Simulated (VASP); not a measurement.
# Zn2Si3N (P4/mmm) in VASP: further runs

Runs on Zn2Si3N. Level: PBE. Tasks: single point.

Program: VASP 6.6.1. These are calculated values, not measurements. Logs are shortened: lines on timing, memory, paths and dates and some standing lists are left out, and cuts for length are marked.

**1. The cell of the first run**

Symmetry: P4/mmm, No. 123, tetragonal system. Conventional cell: a = 4.545 Å, b = 4.545 Å, c = 4.997 Å, α = 90.00°, β = 90.00°, γ = 90.00°. Zn (site symmetry mmm) has 4 Si at 2.27 Å within 3.0 Å. Si (site symmetry 4/mmm) has 2 Si at 2.50 Å and 4 N at 3.21 Å within 3.3 Å. Si (site symmetry 4/mmm) has 4 Zn at 2.27 Å and 2 Si at 2.50 Å within 3.0 Å. Si (site symmetry 4/mmm) has 4 Zn at 2.27 Å and 2 N at 2.50 Å within 3.0 Å. Within 3.3 Å of N (site symmetry 4/mmm) lie 6 Si at 2.50 to 3.21 Å.

**2. Single point, PBE**

Contents of INCAR:

```
PREC = Accurate
ENCUT = 520
EDIFF = 1E-6
ISMEAR = 0
SIGMA = 0.1
LREAL = F
LASPH = T
NELM = 80
ALGO = Normal
ISIF = 2
LWAVE = F
LCHARG = T
GGA = PE
LELF = T
LVHAR = T
NBANDS = 30
```

Contents of KPOINTS:

```
Automatic mesh
0
Gamma
  4 4 4
```

Contents of POSCAR:

```
Zn2Si3N
1.0
    4.5445608000      0.0000000000      0.0000000000
    0.0000000000      4.5445608000      0.0000000000
    0.0000000000      0.0000000000      4.9974413100
Zn Si N
2 3 1
Direct
    0.5000000000      0.0000000000      0.0000000000
    0.0000000000      0.5000000000      0.0000000000
    0.5000000000      0.5000000000      0.5000000000
    0.5000000000      0.5000000000      0.0000000000
    0.0000000000      0.0000000000      0.0000000000
    0.0000000000      0.0000000000      0.5000000000
```

Potentials or basis: VASP PAW PBE potentials, release 64 (Zn, Si, N).

On the command line:

```sh
$ cat potpaw_PBE.64/Zn/POTCAR potpaw_PBE.64/Si/POTCAR potpaw_PBE.64/N/POTCAR > POTCAR
$ mpirun -np 1 vasp_std > vasp.out
```

OUTCAR:

```text
PREC = Accurate
   ENCUT = 520
   EDIFF = 1E-6
   ISMEAR = 0
   LREAL = F
   LASPH = T
   NELM = 80
   ISIF = 2
   GGA = PE

 ion  position               nearest neighbor table
   1  0.500  0.000  0.000-   4 2.27   5 2.27   4 2.27   5 2.27
   2  0.000  0.500  0.000-   4 2.27   5 2.27   5 2.27   4 2.27
   3  0.500  0.500  0.500-   4 2.50   4 2.50
   4  0.500  0.500  0.000-   1 2.27   2 2.27   1 2.27   2 2.27   3 2.50   3 2.50
   5  0.000  0.000  0.000-   1 2.27   2 2.27   2 2.27   1 2.27
   6  0.000  0.000  0.500-

  LATTYP: Found a simple tetragonal cell.
 ALAT       =     4.5445608000
 C/A-ratio  =     1.0996533064

  Lattice vectors:

 A1 = (   4.5445608000,   0.0000000000,   0.0000000000)
 A2 = (   0.0000000000,   4.5445608000,   0.0000000000)
 A3 = (   0.0000000000,   0.0000000000,   4.9974413100)

Analysis of symmetry for initial positions (statically):
=====================================================================
 Subroutine PRICEL returns:
 Original cell was already a primitive cell.

 Routine SETGRP: Setting up the symmetry group for a
 simple tetragonal supercell.

 Subroutine GETGRP returns: Found 16 space group operations
 (whereof 16 operations were pure point group operations)
 out of a pool of 16 trial point group operations.

The static configuration has the point symmetry D_4h.

Analysis of symmetry for dynamics (positions and initial velocities):
=====================================================================
 Subroutine PRICEL returns:
 Original cell was already a primitive cell.

 Routine SETGRP: Setting up the symmetry group for a
 simple tetragonal supercell.

 Subroutine GETGRP returns: Found 16 space group operations
 (whereof 16 operations were pure point group operations)
 out of a pool of 16 trial point group operations.

The dynamic configuration has the point symmetry D_4h.

 Subroutine INISYM returns: Found 16 space group operations
 (whereof 16 operations are pure point group operations),
 and found     1 'primitive' translations

----------------------------------------------------------------------------------------

                                     Primitive cell

  volume of cell :     103.2123

  direct lattice vectors                    reciprocal lattice vectors
     4.544560800  0.000000000  0.000000000     0.220043266  0.000000000  0.000000000
     0.000000000  4.544560800  0.000000000     0.000000000  0.220043266  0.000000000
     0.000000000  0.000000000  4.997441310     0.000000000  0.000000000  0.200102400

  length of vectors
     4.544560800  4.544560800  4.997441310     0.220043266  0.220043266  0.200102400

  position of ions in fractional coordinates (direct lattice)
     0.500000000  0.000000000  0.000000000
     0.000000000  0.500000000  0.000000000
     0.500000000  0.500000000  0.500000000
     0.500000000  0.500000000  0.000000000
     0.000000000  0.000000000  0.000000000
     0.000000000  0.000000000  0.500000000

  ion indices of the primitive-cell ions
   primitive index   ion index
                 1           1
                 2           2
                 3           3
                 4           4
                 5           5
                 6           6

----------------------------------------------------------------------------------------

 KPOINTS: Automatic mesh

Automatic generation of k-mesh.
 Grid dimensions read from file:
 generate k-points for:    4    4    4

 Generating k-lattice:

  Cartesian coordinates                     Fractional coordinates (reciprocal lattice)
     0.055010816  0.000000000  0.000000000     0.250000000  0.000000000  0.000000000
     0.000000000  0.055010816  0.000000000     0.000000000  0.250000000  0.000000000
     0.000000000  0.000000000  0.050025600     0.000000000  0.000000000  0.250000000

  Length of vectors
     0.055010816  0.055010816  0.050025600

  Shift w.r.t. Gamma in fractional coordinates (k-lattice)
     0.000000000  0.000000000  0.000000000

 Subroutine IBZKPT returns following result:
 ===========================================

 Found     18 irreducible k-points:

 Following reciprocal coordinates:
            Coordinates               Weight
  0.000000  0.000000  0.000000      1.000000
  0.250000  0.000000  0.000000      4.000000
  0.500000  0.000000  0.000000      2.000000
  0.250000  0.250000  0.000000      4.000000
  0.500000  0.250000  0.000000      4.000000
  0.500000  0.500000  0.000000      1.000000
[... 10 lines left out ...]
  0.500000  0.250000  0.500000      4.000000
  0.500000  0.500000  0.500000      1.000000
   k-points           NKPTS =     18   k-points in BZ     NKDIM =     18   number of bands    NBANDS=     30
   number of dos      NEDOS =    301   number of ions     NIONS =      6
   total plane-waves  NPLWV =  51840
   dimension x,y,z NGX =    36 NGY =   36 NGZ =   40
   dimension x,y,z NGXF=    72 NGYF=   72 NGZF=   80
   ions per type =               2   3   1
   NGX,Y,Z   is equivalent  to a cutoff of  13.17, 13.17, 13.31 a.u.
   NGXF,Y,Z  is equivalent  to a cutoff of  26.34, 26.34, 26.61 a.u.
 SYSTEM =  unknown system
   PREC   = accura    normal or accurate (medium, high low for compatibility)
   ISTART =      0    job   : 0-new  1-cont  2-samecut
   ICHARG =      2    charge: 1-file 2-atom 10-const
   ISPIN  =      1    spin polarized calculation?
   LNONCOLLINEAR =      F non collinear calculations
   LSORBIT =      F    spin-orbit coupling
   LASPH  =      T    aspherical Exc in radial PAW
   ENCUT  =  520.0 eV  38.22 Ry    6.18 a.u.   8.45  8.45  9.29*2*pi/ulx,y,z
   NELM   =     80;   NELMIN=  2; NELMDL= -5     # of ELM steps
   EDIFF  = 0.1E-05   stopping-criterion for ELM
   LREAL  =      F    real-space projection
   EDIFFG = 0.1E-04   stopping-criterion for IOM
   NSW    =      0    number of steps for IOM
   IBRION =     -1    ionic relax: 0-MD 1-quasi-New 2-CG
   NFREE  =      0    steps in history (QN), initial steepest desc. (CG)
   ISIF   =      2    stress and relaxation
   ISYM   =      2    0-nonsym 1-usesym 2-fastsym
   POTIM  = 0.5000    time-step for ionic-motion
   TEBEG  =    0.0;   TEEND  =   0.0 temperature during run
   PSTRESS=    0.0 pullay stress
   NELECT =      41.0000    total number of electrons
   NUPDOWN=      -1.0000    fix difference up-down
   EMIN   =  10.00;   EMAX   =-10.00  energy-range for DOS
   EFERMI =   0.00;   METHOD = LEGACY
   ISMEAR =     0;   SIGMA  =   0.10  broadening in eV -4-tet -1-fermi 0-gaus
   EFERMI_NEDOS =   21; number of points for ismear=-14 and -15
   IALGO  =     38    algorithm
   IMIX   =      4    mixing-type and parameters
     AMIX     =   0.40;   BMIX     =  1.00
     AMIX_MAG =   1.60;   BMIX_MAG =  1.00
  volume/ion in A,a.u.               =      17.20       116.09
  Fermi-wavevector in a.u.,A,eV,Ry     =   1.203443  2.274178 19.704986  1.448276
  Thomas-Fermi vector in A             =   2.339196
   LORBIT       =      0    0 simple, 1 ext, 2 COOP (PROOUT), +10 PAW based schemes
   GGA     = PE    functional components
   LHFCALC =     F    Hartree Fock is set to
   AEXX    =    0.0000 exact exchange contribution
   IVDW    =     0    specifies the selected vdW correction
   LEPSILON=     F    determine dielectric tensor
   LRPA    =     F    only Hartree local field effects (RPA)
 non-spin polarized calculation
 Gauss-broadening in eV      SIGMA  =   0.10
  energy-cutoff  :      520.00
  volume of cell :      103.21
 maximum number of plane-waves:      2799
 NGX is ok and might be reduce to    36
   NGX = 17   NGY = 17   NGZ = 19

 number of electron      41.0000047 magnetization

 Free energy of the ion-electron system (eV)
  ---------------------------------------------------
  ext. energy  EPLUGINS =         0.00000000
  ---------------------------------------------------
  free energy    TOTEN  =       -18.50963855 eV

  energy without entropy =      -18.49897120  energy(sigma->0) =      -18.50430487

 E-fermi :   4.2113     XC(G=0): -10.0779

 val. band max:        4.2077755035   @ k =   0.0000   0.0000   0.2500
 cond. band min:       4.3383250697   @ k =   0.5000   0.0000   0.0000
 fundamental gap:      0.1305495662
 Fermi energy:         4.2113256048

 k-point     1 :       0.0000    0.0000    0.0000
  band No.  band energies     occupation
      1      -8.6873      2.00000
      2      -6.9174      2.00000
      3      -5.3828      2.00000
      4      -4.3058      2.00000
      5      -4.0890      2.00000
      6      -3.8426      2.00000
[... 22 lines left out ...]
     29       9.2854      0.00000
     30       9.6858      0.00000

 k-point     2 :       0.2500    0.0000    0.0000
  band No.  band energies     occupation
      1      -8.4537      2.00000
      2      -6.8276      2.00000
      3      -5.2577      2.00000
      4      -4.2497      2.00000
      5      -4.1837      2.00000
      6      -3.8803      2.00000
[... 22 lines left out ...]
     29      10.5687      0.00000
     30      11.5416      0.00000

 k-point     3 :       0.5000    0.0000    0.0000
  band No.  band energies     occupation
      1      -8.1720      2.00000
      2      -6.6823      2.00000
      3      -5.1795      2.00000
      4      -4.3590      2.00000
      5      -4.3388      2.00000
      6      -4.0769      2.00000
[... 22 lines left out ...]
     29      10.0755      0.00000
     30      10.8190      0.00000

 k-point     4 :       0.2500    0.2500    0.0000
  band No.  band energies     occupation
      1      -8.2797      2.00000
      2      -6.6476      2.00000
      3      -5.0811      2.00000
      4      -4.2402      2.00000
      5      -4.2347      2.00000
      6      -4.1836      2.00000
[... 418 lines left out ...]
     29      10.7424      0.00000
     30      10.8145      0.00000

 k-point    17 :       0.5000    0.2500    0.5000
  band No.  band energies     occupation
      1      -7.8365      2.00000
      2      -5.8226      2.00000
      3      -5.4456      2.00000
      4      -4.4412      2.00000
      5      -4.4193      2.00000
      6      -4.3638      2.00000
[... 22 lines left out ...]
     29       9.9498      0.00000
     30      10.5516      0.00000

 k-point    18 :       0.5000    0.5000    0.5000
  band No.  band energies     occupation
      1      -7.8144      2.00000
      2      -4.9667      2.00000
      3      -4.6964      2.00000
      4      -4.6964      2.00000
      5      -4.4238      2.00000
      6      -4.3732      2.00000
[... 22 lines left out ...]
     29      10.0573      0.00000
     30      10.2823      0.00000

------------------------ aborting loop because EDIFF is reached ----------------------------------------

  FORCE on cell =-STRESS in cart. coord.  units (eV):
  Direction    XX          YY          ZZ          XY          YZ          ZX
  --------------------------------------------------------------------------------------
  -------------------------------------------------------------------------------------
  Total       10.6548837     10.6548837     -9.5522269      0.0000000     -0.0000000      0.0000000
  in kB      165.3970494    165.3970494   -148.2803746      0.0000000     -0.0000000      0.0000000
  external PRESSURE =      60.8379081 kB  Pullay stress =       0.0000000 kB

 VOLUME and BASIS-vectors are now :
 -----------------------------------------------------------------------------
  energy-cutoff  :      520.00
  volume of cell :      103.21
      direct lattice vectors                 reciprocal lattice vectors
     4.544560800  0.000000000  0.000000000     0.220043266  0.000000000  0.000000000
     0.000000000  4.544560800  0.000000000     0.000000000  0.220043266  0.000000000
     0.000000000  0.000000000  4.997441310     0.000000000  0.000000000  0.200102400

 POSITION                                       TOTAL-FORCE (eV/Angst)
 -----------------------------------------------------------------------------------
      2.27228      0.00000      0.00000         0.000000      0.000000      0.000000
      0.00000      2.27228      0.00000         0.000000      0.000000      0.000000
      2.27228      2.27228      2.49872         0.000000      0.000000      0.000000
      2.27228      2.27228      0.00000         0.000000      0.000000      0.000000
      0.00000      0.00000      0.00000         0.000000      0.000000      0.000000
      0.00000      0.00000      2.49872         0.000000      0.000000      0.000000
 -----------------------------------------------------------------------------------
    total drift:                                0.000000     -0.000000     -0.000000

  FREE ENERGIE OF THE ION-ELECTRON SYSTEM (eV)
  ---------------------------------------------------
  free  energy   TOTEN  =       -18.5096385468 eV

  energy  without entropy=      -18.4989711992  energy(sigma->0) =      -18.50430487
```

Run time: 47 s. Hardware: 1 thread of Intel Xeon 6975P-C (Granite Rapids), shared host; peak memory 0.23 GiB.

What came out:

```
Free energy : -18.5096 eV
Pressure    : 6.1 GPa
```

[end of part 1 of 2]
